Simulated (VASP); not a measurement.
# GaN (P6_3mc) in VASP: single point with PBE

Aim: the single point of GaN with PBE.

Program: VASP 6.6.1. These are calculated values, not measurements. Logs are shortened: lines on timing, memory, paths and dates and some standing lists are left out, and cuts for length are marked.

## Step 1: The cell of the first run

The structure is hexagonal, space group P6_3mc (No. 186). The conventional cell has a = 3.218 Å, b = 3.218 Å, c = 5.243 Å, α = 90.00°, β = 90.00°, γ = 120.00°. Within 2.6 Å of Ga (site symmetry 3m) lie 4 N at 1.97 to 1.98 Å. Ga (site symmetry 3m) has 4 N at 1.97 to 1.98 Å within 2.6 Å. N (site symmetry 3m) has 4 Ga at 1.97 to 1.98 Å within 2.6 Å. Within 2.6 Å of N (site symmetry 3m) lie 4 Ga at 1.97 to 1.98 Å.

## Step 2: Single point, PBE

The input, INCAR:

```
  PREC = Accurate
  ENCUT = 520
  EDIFF = 1E-7
  ISMEAR = 0
  SIGMA = 0.01
  LREAL = Auto
  LASPH = True
  NELM = 60
  ALGO = Normal
  ISIF = 2
  LWAVE = False
  LCHARG = False
  GGA = PE
  NBANDS = 186
```

The input, KPOINTS:

```
Automatic mesh
0
Gamma
  3 3 3
```

The input, POSCAR:

```
GaN
1.0
    0.0000000000      5.5743817777     -5.2431684676
    4.8275562299     -2.7871908889     -5.2431684676
   -4.8275562299     -2.7871908889     -5.2431684676
Ga N
18 18
Direct
    0.9447328218      0.2780661551      0.2780661551
    0.2780661551      0.9447328218      0.2780661551
    0.9447328218      0.6113994884      0.9447328218
    0.6113994884      0.6113994884      0.2780661551
    0.2780661551      0.2780661551      0.9447328218
    0.9447328218      0.9447328218      0.6113994884
    0.6113994884      0.9447328218      0.9447328218
    0.2780661551      0.6113994884      0.6113994884
    0.6113994884      0.2780661551      0.6113994884
    0.8891772662      0.8891772662      0.2225105995
    0.2225105995      0.5558439329      0.2225105995
    0.8891772662      0.2225105995      0.8891772662
    0.5558439329      0.2225105995      0.2225105995
    0.2225105995      0.8891772662      0.8891772662
    0.8891772662      0.5558439329      0.5558439329
    0.5558439329      0.5558439329      0.8891772662
    0.2225105995      0.2225105995      0.5558439329
    0.5558439329      0.8891772662      0.5558439329
    0.8191560671      0.1524894005      0.1524894005
    0.1524894005      0.8191560671      0.1524894005
    0.8191560671      0.4858227338      0.8191560671
    0.4858227338      0.4858227338      0.1524894005
    0.1524894005      0.1524894005      0.8191560671
    0.8191560671      0.8191560671      0.4858227338
    0.4858227338      0.8191560671      0.8191560671
    0.1524894005      0.4858227338      0.4858227338
    0.4858227338      0.1524894005      0.4858227338
    0.0969338449      0.0969338449      0.4302671782
    0.4302671782      0.7636005116      0.4302671782
    0.0969338449      0.4302671782      0.0969338449
    0.7636005116      0.4302671782      0.4302671782
    0.4302671782      0.0969338449      0.0969338449
    0.0969338449      0.7636005116      0.7636005116
    0.7636005116      0.7636005116      0.0969338449
    0.4302671782      0.4302671782      0.7636005116
    0.7636005116      0.0969338449      0.7636005116
```

Potentials or basis: VASP PAW PBE potentials, release 64 (Ga_d, N).

The run is started by

```
$ cat potpaw_PBE.64/Ga_d/POTCAR potpaw_PBE.64/N/POTCAR > POTCAR
$ mpirun -np 1 vasp_std > vasp.out
```

OUTCAR:

```text
PREC = Accurate
   ENCUT = 520
   EDIFF = 1E-7
   ISMEAR = 0
   LREAL = Auto
   LASPH = True
   NELM = 60
   ISIF = 2
   GGA = PE

 ion  position               nearest neighbor table
   1  0.945  0.278  0.278-  28 1.97  30 1.97  31 1.97  19 1.98
   2  0.278  0.945  0.278-  29 1.97  32 1.97  28 1.97  20 1.98
   3  0.945  0.611  0.945-  30 1.97  33 1.97  34 1.97  21 1.98
   4  0.611  0.611  0.278-  31 1.97  29 1.97  34 1.97  22 1.98
   5  0.278  0.278  0.945-  32 1.97  35 1.97  30 1.97  23 1.98
   6  0.945  0.945  0.611-  28 1.97  33 1.97  36 1.97  24 1.98
[... 28 lines left out ...]
  35  0.430  0.430  0.764-   5 1.97   8 1.97   9 1.97  16 1.98
  36  0.764  0.097  0.764-   7 1.97   6 1.97   9 1.97  12 1.98

  LATTYP: Found a trigonal (rhomboedric) cell.
 ALAT       =     7.6527477277
 COS(alpha) =     0.2041157992

  Lattice vectors:

 A1 = (   0.0000000000,   5.5743817777,  -5.2431684676)
 A2 = (   4.8275562299,  -2.7871908889,  -5.2431684676)
 A3 = (  -4.8275562299,  -2.7871908889,  -5.2431684676)

Analysis of symmetry for initial positions (statically):
=====================================================================
 Subroutine PRICEL returns following result:

  LATTYP: Found a hexagonal cell.
 ALAT       =     3.2183708196
 C/A-ratio  =     1.6291374618

  Lattice vectors:

 A1 = (  -1.6091854098,  -2.7871908886,   0.0000000000)
 A2 = (  -1.6091854103,   2.7871908889,   0.0000000005)
 A3 = (   0.0000000000,  -0.0000000006,  -5.2431684681)

   9 primitive cells build up your supercell.

 Routine SETGRP: Setting up the symmetry group for a
 trigonal (rhombohedral) supercell.

 Subroutine GETGRP returns: Found  6 space group operations
 (whereof  6 operations were pure point group operations)
 out of a pool of 12 trial point group operations.

The static configuration has the point symmetry C_3v.

Analysis of symmetry for dynamics (positions and initial velocities):
=====================================================================
 Subroutine PRICEL returns following result:

  LATTYP: Found a hexagonal cell.
 ALAT       =     3.2183708196
 C/A-ratio  =     1.6291374618

  Lattice vectors:

 A1 = (  -1.6091854098,  -2.7871908886,   0.0000000000)
 A2 = (  -1.6091854103,   2.7871908889,   0.0000000005)
 A3 = (   0.0000000000,  -0.0000000006,  -5.2431684681)

   9 primitive cells build up your supercell.

 Routine SETGRP: Setting up the symmetry group for a
 trigonal (rhombohedral) supercell.

 Subroutine GETGRP returns: Found  6 space group operations
 (whereof  6 operations were pure point group operations)
 out of a pool of 12 trial point group operations.

The dynamic configuration has the point symmetry C_3v.

 Subroutine INISYM returns: Found  6 space group operations
 (whereof  6 operations are pure point group operations),
 and found     9 'primitive' translations

----------------------------------------------------------------------------------------

                                     Primitive cell

  volume of cell :      47.0323

  direct lattice vectors                    reciprocal lattice vectors
    -1.609185410 -2.787190889  0.000000000    -0.310716215 -0.179392090  0.000000000
    -1.609185410  2.787190889  0.000000001    -0.310716215  0.179392090 -0.000000000
     0.000000000 -0.000000001 -5.243168468    -0.000000000  0.000000000 -0.190724369

  length of vectors
     3.218370820  3.218370820  5.243168468     0.358784181  0.358784181  0.190724369

  position of ions in fractional coordinates (direct lattice)
     0.333333333  0.666666667  0.500865132
     0.666666667  0.333333333  0.000865132
     0.333333333  0.666666667  0.124134868
     0.666666667  0.333333333  0.624134868

  ion indices of the primitive-cell ions
   primitive index   ion index
                 1           1
                 2          11
                 3          19
                 4          28

----------------------------------------------------------------------------------------

 KPOINTS: Automatic mesh

Automatic generation of k-mesh.
 Grid dimensions read from file:
 generate k-points for:    3    3    3

 Generating k-lattice:

  Cartesian coordinates                     Fractional coordinates (reciprocal lattice)
     0.000000000  0.039864909 -0.021191597     0.333333333  0.000000000  0.000000000
     0.034524024 -0.019932454 -0.021191597    -0.000000000  0.333333333 -0.000000000
    -0.034524024 -0.019932454 -0.021191597    -0.000000000 -0.000000000  0.333333333

  Length of vectors
     0.045147478  0.045147478  0.045147478

  Shift w.r.t. Gamma in fractional coordinates (k-lattice)
     0.000000000  0.000000000  0.000000000

 Subroutine IBZKPT returns following result:
 ===========================================

 Found      6 irreducible k-points:

 Following reciprocal coordinates:
            Coordinates               Weight
  0.000000  0.000000  0.000000      1.000000
  0.333333  0.000000  0.000000      6.000000
  0.333333  0.333333  0.000000      6.000000
 -0.333333  0.333333  0.000000      6.000000
  0.333333  0.333333  0.333333      2.000000
 -0.333333  0.333333  0.333333      6.000000
   k-points           NKPTS =      6   k-points in BZ     NKDIM =      6   number of bands    NBANDS=    186
   number of dos      NEDOS =    301   number of ions     NIONS =     36
   total plane-waves  NPLWV = 216000
   dimension x,y,z NGX =    60 NGY =   60 NGZ =   60
   dimension x,y,z NGXF=   120 NGYF=  120 NGZF=  120
   ions per type =              18  18
   NGX,Y,Z   is equivalent  to a cutoff of  13.03, 13.03, 13.03 a.u.
   NGXF,Y,Z  is equivalent  to a cutoff of  26.07, 26.07, 26.07 a.u.
 SYSTEM =  unknown system
   PREC   = accura    normal or accurate (medium, high low for compatibility)
   ISTART =      0    job   : 0-new  1-cont  2-samecut
   ICHARG =      2    charge: 1-file 2-atom 10-const
   ISPIN  =      1    spin polarized calculation?
   LNONCOLLINEAR =      F non collinear calculations
   LSORBIT =      F    spin-orbit coupling
   LASPH  =      T    aspherical Exc in radial PAW
   ENCUT  =  520.0 eV  38.22 Ry    6.18 a.u.  14.23 14.23 14.23*2*pi/ulx,y,z
   NELM   =     60;   NELMIN=  2; NELMDL= -5     # of ELM steps
   EDIFF  = 0.1E-06   stopping-criterion for ELM
   LREAL  =      T    real-space projection
   EDIFFG = 0.1E-05   stopping-criterion for IOM
   NSW    =      0    number of steps for IOM
   IBRION =     -1    ionic relax: 0-MD 1-quasi-New 2-CG
   NFREE  =      0    steps in history (QN), initial steepest desc. (CG)
   ISIF   =      2    stress and relaxation
   ISYM   =      2    0-nonsym 1-usesym 2-fastsym
   POTIM  = 0.5000    time-step for ionic-motion
   TEBEG  =    0.0;   TEEND  =   0.0 temperature during run
   PSTRESS=    0.0 pullay stress
   NELECT =     324.0000    total number of electrons
   NUPDOWN=      -1.0000    fix difference up-down
   EMIN   =  10.00;   EMAX   =-10.00  energy-range for DOS
   EFERMI =   0.00;   METHOD = LEGACY
   ISMEAR =     0;   SIGMA  =   0.01  broadening in eV -4-tet -1-fermi 0-gaus
   EFERMI_NEDOS =   21; number of points for ismear=-14 and -15
   IALGO  =     38    algorithm
   IMIX   =      4    mixing-type and parameters
     AMIX     =   0.40;   BMIX     =  1.00
     AMIX_MAG =   1.60;   BMIX_MAG =  1.00
  volume/ion in A,a.u.               =      11.76        79.35
  Fermi-wavevector in a.u.,A,eV,Ry     =   1.497534  2.829930 30.512550  2.242609
  Thomas-Fermi vector in A             =   2.609410
   LORBIT       =      0    0 simple, 1 ext, 2 COOP (PROOUT), +10 PAW based schemes
   GGA     = PE    functional components
   LHFCALC =     F    Hartree Fock is set to
   AEXX    =    0.0000 exact exchange contribution
   IVDW    =     0    specifies the selected vdW correction
   LEPSILON=     F    determine dielectric tensor
   LRPA    =     F    only Hartree local field effects (RPA)
 non-spin polarized calculation
 Gauss-broadening in eV      SIGMA  =   0.01
  energy-cutoff  :      520.00
  volume of cell :      423.29
 maximum number of plane-waves:     11405
 NGX is ok and might be reduce to    60
   NGX = 29   NGY = 29   NGZ = 29

 number of electron     324.0000136 magnetization

 Free energy of the ion-electron system (eV)
  ---------------------------------------------------
  ext. energy  EPLUGINS =         0.00000000
  ---------------------------------------------------
  free energy    TOTEN  =      -218.95906022 eV

  energy without entropy =     -218.95906022  energy(sigma->0) =     -218.95906022

 E-fermi :   5.0769     XC(G=0): -11.5150

 val. band max:        5.0093529015   @ k =   0.0000   0.0000   0.0000
 cond. band min:       6.7248825225   @ k =   0.0000   0.0000   0.0000
 fundamental gap:      1.7155296209
 Fermi energy:         5.0768918977

 k-point     1 :       0.0000    0.0000    0.0000
  band No.  band energies     occupation
      1     -10.7264      2.00000
      2      -9.9432      2.00000
      3      -9.9432      2.00000
      4      -9.9432      2.00000
      5      -9.9432      2.00000
      6      -9.9432      2.00000
[... 166 lines left out ...]
    173      10.4369      0.00000
    174      10.4369      0.00000

 k-point     2 :       0.3333    0.0000    0.0000
  band No.  band energies     occupation
      1     -10.5820      2.00000
      2     -10.2420      2.00000
      3      -9.9242      2.00000
      4      -9.9242      2.00000
      5      -9.9074      2.00000
      6      -9.9074      2.00000
[... 166 lines left out ...]
    173      10.5452      0.00000
    174      10.6025      0.00000

 k-point     3 :       0.3333    0.3333    0.0000
  band No.  band energies     occupation
      1     -10.4908      2.00000
      2     -10.1277      2.00000
      3     -10.1277      2.00000
      4     -10.0342      2.00000
      5      -9.9432      2.00000
      6      -9.9162      2.00000
[... 166 lines left out ...]
    173      10.2201      0.00000
    174      10.3742      0.00000

 k-point     4 :      -0.3333    0.3333    0.0000
  band No.  band energies     occupation
      1     -10.4199      2.00000
      2     -10.2032      2.00000
      3     -10.2032      2.00000
      4      -9.9602      2.00000
      5      -9.9063      2.00000
      6      -9.9063      2.00000
[... 166 lines left out ...]
    173      10.7083      0.00000
    174      10.7172      0.00000

 k-point     5 :       0.3333    0.3333    0.3333
  band No.  band energies     occupation
      1     -10.4500      2.00000
      2     -10.0661      2.00000
      3     -10.0661      2.00000
      4     -10.0661      2.00000
      5     -10.0223      2.00000
      6      -9.9432      2.00000
[... 166 lines left out ...]
    173      10.4369      0.00000
    174      10.5864      0.00000

 k-point     6 :      -0.3333    0.3333    0.3333
  band No.  band energies     occupation
      1     -10.3133      2.00000
      2     -10.2091      2.00000
      3     -10.0755      2.00000
      4     -10.0740      2.00000
      5     -10.0740      2.00000
      6      -9.9399      2.00000
[... 166 lines left out ...]
    173      10.5622      0.00000
    174      10.7431      0.00000
 [bands above 174 left out]

------------------------ aborting loop because EDIFF is reached ----------------------------------------

  FORCE on cell =-STRESS in cart. coord.  units (eV):
  Direction    XX          YY          ZZ          XY          YZ          ZX
  --------------------------------------------------------------------------------------
  -------------------------------------------------------------------------------------
  Total        0.2065626      0.2065626      0.2592765     -0.0000000      0.0000000      0.0000000
  in kB        0.7818495      0.7818495      0.9813742     -0.0000000      0.0000000      0.0000000
  external PRESSURE =       0.8483578 kB  Pullay stress =       0.0000000 kB

 VOLUME and BASIS-vectors are now :
 -----------------------------------------------------------------------------
  energy-cutoff  :      520.00
  volume of cell :      423.29
      direct lattice vectors                 reciprocal lattice vectors
     0.000000000  5.574381778 -5.243168468     0.000000000  0.119594727 -0.063574790
     4.827556230 -2.787190889 -5.243168468     0.103572072 -0.059797363 -0.063574790
    -4.827556230 -2.787190889 -5.243168468    -0.103572072 -0.059797363 -0.063574790

 POSITION                                       TOTAL-FORCE (eV/Angst)
 -----------------------------------------------------------------------------------
      0.00000      3.71625     -7.86929         0.000000      0.000000      0.000955
      3.21837     -1.85813     -7.86929         0.000000      0.000000      0.000955
     -1.60919      0.92906    -13.11246         0.000000      0.000000      0.000955
      1.60919      0.92906     -7.86929         0.000000      0.000000      0.000955
     -3.21837     -1.85813     -7.86929         0.000000      0.000000      0.000955
      1.60919      0.92906    -13.11246         0.000000      0.000000      0.000955
[... 28 lines left out ...]
     -1.60919     -0.92906     -8.51561         0.000000     -0.000000     -0.000479
     -3.21837      1.85813     -8.51561         0.000000     -0.000000     -0.000479
 -----------------------------------------------------------------------------------
    total drift:                               -0.000004     -0.000002     -0.001579

  FREE ENERGIE OF THE ION-ELECTRON SYSTEM (eV)
  ---------------------------------------------------
  free  energy   TOTEN  =      -218.9590602212 eV

  energy  without entropy=     -218.9590602212  energy(sigma->0) =     -218.95906022
```

Run time: 13 min. Hardware: 1 thread of Intel Xeon 6975P-C (Granite Rapids), shared host; peak memory 0.66 GiB.

What came out:

```yaml
Free_energy: -218.9591 eV
Pressure: 0.1 GPa
Band_gap_on_the_k_mesh: 1.72 eV
```
